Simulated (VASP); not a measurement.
# Pd (P6_3/mmc) in VASP: notebook, part 2 of 2

VASP 6.6.1. The steps go on from the part before.

## 3. Relaxation of cell and atoms, PBE

This run uses another cell than the first one, of the same volume but with other edges.

Input file INCAR:

```
  PREC = Accurate
  ENCUT = 600
  EDIFF = 1E-6
  ISMEAR = -1
  SIGMA = 0.05
  LREAL = False
  LASPH = True
  NELM = 80
  ALGO = Normal
  ISIF = 3
  LWAVE = False
  LCHARG = False
  GGA = PE
  IBRION = 2
  NSW = 45
  EDIFFG = -0.005
```

Input file KPOINTS:

```
regular mesh
0
Gamma
  17 17 9
```

Input file POSCAR:

```
Pd
1.0
    2.7702317490      0.0000000000      0.0000000000
   -1.3851158745      2.3990910690      0.0000000000
    0.0000000000      0.0000000000      4.6336465284
Pd
2
Direct
    0.3333333333      0.6666666667      0.2500000000
    0.6666666667      0.3333333333      0.7500000000
```

Potentials or basis: VASP PAW PBE potentials, release 64 (Pd).

Launch:

```
> cat potpaw_PBE.64/Pd/POTCAR > POTCAR
> mpirun -np 1 vasp_std > vasp.out
```

OUTCAR:

```text
PREC = Accurate
   ENCUT = 600
   EDIFF = 1E-6
   ISMEAR = -1
   LREAL = False
   LASPH = True
   NELM = 80
   ISIF = 3
   GGA = PE
   IBRION = 2
   NSW = 45
   EDIFFG = -0.005

 ion  position               nearest neighbor table
   1  0.333  0.667  0.250-   2 2.82   2 2.82   2 2.82   2 2.82   2 2.82   2 2.82
   2  0.667  0.333  0.750-   1 2.82   1 2.82   1 2.82   1 2.82   1 2.82   1 2.82

  LATTYP: Found a hexagonal cell.
 ALAT       =     2.7702317490
 C/A-ratio  =     1.6726566397

  Lattice vectors:

 A1 = (   2.7702317490,   0.0000000000,   0.0000000000)
 A2 = (  -1.3851158745,   2.3990910690,   0.0000000000)
 A3 = (   0.0000000000,   0.0000000000,   4.6336465284)

Analysis of symmetry for initial positions (statically):
=====================================================================
 Subroutine PRICEL returns:
 Original cell was already a primitive cell.

 Routine SETGRP: Setting up the symmetry group for a
 hexagonal supercell.

 Subroutine GETGRP returns: Found 24 space group operations
 (whereof 12 operations were pure point group operations)
 out of a pool of 24 trial point group operations.

The static configuration has the point symmetry D_3d.
 The point group associated with its full space group is D_6h.

Analysis of symmetry for dynamics (positions and initial velocities):
=====================================================================
 Subroutine PRICEL returns:
 Original cell was already a primitive cell.

 Routine SETGRP: Setting up the symmetry group for a
 hexagonal supercell.

 Subroutine GETGRP returns: Found 24 space group operations
 (whereof 12 operations were pure point group operations)
 out of a pool of 24 trial point group operations.

The dynamic configuration has the point symmetry D_3d.
 The point group associated with its full space group is D_6h.

 Subroutine INISYM returns: Found 24 space group operations
 (whereof 12 operations are pure point group operations),
 and found     1 'primitive' translations

[... 135 lines left out ...]
 number of electron      20.0000003 magnetization

 Free energy of the ion-electron system (eV)
  ---------------------------------------------------
  ext. energy  EPLUGINS =         0.00000000
  ---------------------------------------------------
  free energy    TOTEN  =       -10.39044263 eV

  energy without entropy =      -10.34557977  energy(sigma->0) =      -10.36801120

------------------------ aborting loop because EDIFF is reached ----------------------------------------

  FORCE on cell =-STRESS in cart. coord.  units (eV):
  Direction    XX          YY          ZZ          XY          YZ          ZX
  --------------------------------------------------------------------------------------
  -------------------------------------------------------------------------------------
  Total       -0.0542339     -0.0542339     -0.0735683     -0.0000000      0.0000000      0.0000000
  in kB       -2.8216006     -2.8216006     -3.8275045     -0.0000000      0.0000000      0.0000000
  external PRESSURE =      -3.1569019 kB  Pullay stress =       0.0000000 kB
[... 59 lines left out ...]
--------------------------------------- Ionic step        3  -------------------------------------------

 number of electron      20.0000002 magnetization

 Free energy of the ion-electron system (eV)
  ---------------------------------------------------
  ext. energy  EPLUGINS =         0.00000000
  ---------------------------------------------------
  free energy    TOTEN  =       -10.39050725 eV

  energy without entropy =      -10.34573682  energy(sigma->0) =      -10.36812204

 E-fermi :   9.1083     XC(G=0): -12.9289

 val. band max:        9.1074745846   @ k =   0.1765   0.1176   0.4444
 cond. band min:       9.1086155662   @ k =   0.4118   0.0588   0.0000
 fundamental gap:      0.0011409816
 Fermi energy:         9.1082559151

 k-point     1 :       0.0000    0.0000    0.0000
  band No.  band energies     occupation
      1       2.2803      2.00000
      2       4.1080      2.00000
      3       6.3241      2.00000
      4       6.5372      2.00000
      5       6.5372      2.00000
      6       6.8626      2.00000
      7       6.8626      2.00000
      8       7.5582      2.00000
      9       7.5582      2.00000
     10       8.8836      1.97787
     11       8.8836      1.97787
     12      10.0204      0.00000
     13      15.7631      0.00000
     14      26.2375      0.00000
[... 377 lines left out ...]
      1       4.6105      2.00000
      2       5.2414      2.00000
      3       5.4800      2.00000
      4       5.5240      2.00000
      5       6.5106      2.00000
      6       6.5898      2.00000
      7       7.3021      2.00000
      8       7.4049      2.00000
      9       8.3785      2.00000
     10       8.9590      1.90388
     11       9.0036      1.78062
     12      15.7654      0.00000
     13      16.3377      0.00000
     14      21.2904      0.00000

 [... further k-points ...]

------------------------ aborting loop because EDIFF is reached ----------------------------------------

  FORCE on cell =-STRESS in cart. coord.  units (eV):
  Direction    XX          YY          ZZ          XY          YZ          ZX
  --------------------------------------------------------------------------------------
  -------------------------------------------------------------------------------------
  Total        0.0075962      0.0075962     -0.0072980      0.0000000     -0.0000000      0.0000000
  in kB        0.3960144      0.3960144     -0.3804704      0.0000000     -0.0000000      0.0000000
  external PRESSURE =       0.1371861 kB  Pullay stress =       0.0000000 kB
[... 17 lines left out ...]
  FREE ENERGIE OF THE ION-ELECTRON SYSTEM (eV)
  ---------------------------------------------------
  free  energy   TOTEN  =       -10.3905072527 eV

  energy  without entropy=      -10.3457368230  energy(sigma->0) =      -10.36812204

 reached required accuracy - stopping structural energy minimisation
```

OSZICAR:

```text
N       E                     dE             d eps       ncg     rms          rms(c)
DAV:   1     0.118373375420E+03    0.11837E+03   -0.11652E+04  4620   0.157E+03
DAV:   2    -0.910013565355E+01   -0.12747E+03   -0.12137E+03  4866   0.302E+02
[... 16 lines left out ...]
   2 F= -.10390416E+02 E0= -.10368083E+02  d E =0.266194E-04
       N       E                     dE             d eps       ncg     rms          rms(c)
DAV:   1    -0.103919527209E+02   -0.15368E-02   -0.22230E-02  4662   0.172E+00    0.254E-01
DAV:   2    -0.103905175723E+02    0.14351E-02   -0.43438E-03  4668   0.729E-01    0.651E-02
DAV:   3    -0.103905102239E+02    0.73484E-05   -0.22072E-05  5142   0.434E-02    0.397E-02
DAV:   4    -0.103905069892E+02    0.32347E-05   -0.13047E-05  4986   0.310E-02    0.214E-03
DAV:   5    -0.103905072527E+02   -0.26347E-06   -0.25864E-07  3066   0.510E-03
   3 F= -.10390507E+02 E0= -.10368122E+02  d E =-.646244E-04
```

Wall time 73 s (1 thread of Intel Xeon Platinum 8488C (Sapphire Rapids), shared host); peak memory 0.22 GiB.

What came out:

- Free energy: -10.3905 eV
- Relaxed volume: 15.37 Å³/atom
- Relaxed cell: a = 2.769 Å, b = 2.769 Å, c = 4.630 Å, α = 90.00°, β = 90.00°, γ = 120.00°
- Space group after relaxing (to 0.05 Å): P6_3/mmc (No. 194)
- Energy gained by relaxing: 0.0 meV/atom
- Ionic steps: 3
- Pressure after relaxing: 0.0 GPa
- Band gap on the k mesh: zero (band 10 reaches 9.29 eV, above the bottom of band 11 at 8.53 eV)

Stress tensor (GPa, compression positive):
```
 0.04  0.00  0.00
 0.00  0.04  0.00
 0.00  0.00 -0.04
```

Final structure:
```
CELL_PARAMETERS angstrom
2.76854 0.00000 0.00000
-1.38427 2.39762 0.00000
0.00000 0.00000 4.62980
ATOMIC_POSITIONS crystal
Pd 0.33333 0.66667 0.25000
Pd 0.66667 0.33333 0.75000
```
